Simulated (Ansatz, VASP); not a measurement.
# One calculation of Na, two programs

```xyz
2
Lattice="3.7544 0.0000 0.0000 -1.8772 3.2514 0.0000 0.0000 0.0000 6.1334" Properties=species:S:1:pos:R:3 pbc="T T T"
Na    0.0000    2.1676    1.5334
Na    1.8772    1.0838    4.6001
```

Change from the starting cell: volume scaled by 0.99, crystal datasets.

Alike in both runs: task electric field gradients; functional PBEsol; k mesh 13 × 13 × 7; occupations fermi-dirac, width 0.05 eV; no spin polarisation.

```csv
,VASP,Ansatz
version,VASP 6.6.1,Ansatz 0.2.0
potentials or method,"VASP PAW PBE potentials, release 64 (Na_pv), cutoff 520 eV","all-electron PAW with datasets made for the crystal, scalar-relativistic"
```

```tsv
	VASP	Ansatz	Ansatz less VASP
pressure (GPa)	-0.2	-0.2	0.00
traceless stress, the component that is largest in VASP (GPa)	0.08	0.08	-0.001
size of Vzz on the site where it differs most (V/Å²)	0.3	0.3	-0.01
```

VASP's potentials were made for PBE, not for PBEsol. Ansatz ran all-electron here, and VASP with PAW potentials.
